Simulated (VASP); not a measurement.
A run of VASP 6.6.1 is set up as follows.

Contents of INCAR:

```
SYSTEM = Hf
PREC     = Accurate       ! precision mode
ENCUT    = 520            ! plane-wave cutoff, eV
EDIFF    = 1E-6           ! SCF threshold, eV
ISMEAR   = 0              ! smearing method
SIGMA    = 0.15           ! smearing width, eV
LREAL    = .FALSE.        ! projectors in reciprocal space
LASPH    = .TRUE.         ! aspherical terms in the spheres
NELM     = 60             ! most SCF steps
ALGO     = Normal         ! electronic algorithm
ISIF     = 2              ! what is computed and relaxed
LWAVE    = .FALSE.        ! write WAVECAR
LCHARG   = .FALSE.        ! write CHGCAR
GGA      = PS             ! functional
NBANDS   = 11             ! bands
```

The input KPOINTS:

```
regular mesh
0
G
  18 18 18
  0 0 0
```

The input POSCAR:

```
Hf
1.0
   -1.8591500000      1.8591500000      1.7508500000
    1.8591500000     -1.8591500000      1.7508500000
    1.8591500000      1.8591500000     -1.7508500000
Hf
1
Direct
    0.0000000000      0.0000000000      0.0000000000
```

Potentials or basis: VASP PAW PBE potentials, release 64 (Hf_pv).

Command:

```bash
$ cat potpaw_PBE.64/Hf_pv/POTCAR > POTCAR
$ mpirun -np 1 vasp_std > vasp.out
```

Q: What does it give for the pressure?

A: -11.2 GPa.

Q: What does it give for the band gap on the k mesh?

A: Zero (band 5 reaches 5.28 eV, above the bottom of band 6 at 3.32 eV).

Stress tensor (GPa, compression positive):
```
-10.13   0.00   0.00
  0.00 -10.13   0.00
  0.00   0.00 -13.47
```

Caveat: the cell differs from its parent crystal (strain +0.030 along x and y, -0.030 along z); the PAW data sets were made with another functional, which shifts forces and pressure a little; spin-orbit coupling is left out, which moves the levels of the heavy elements.
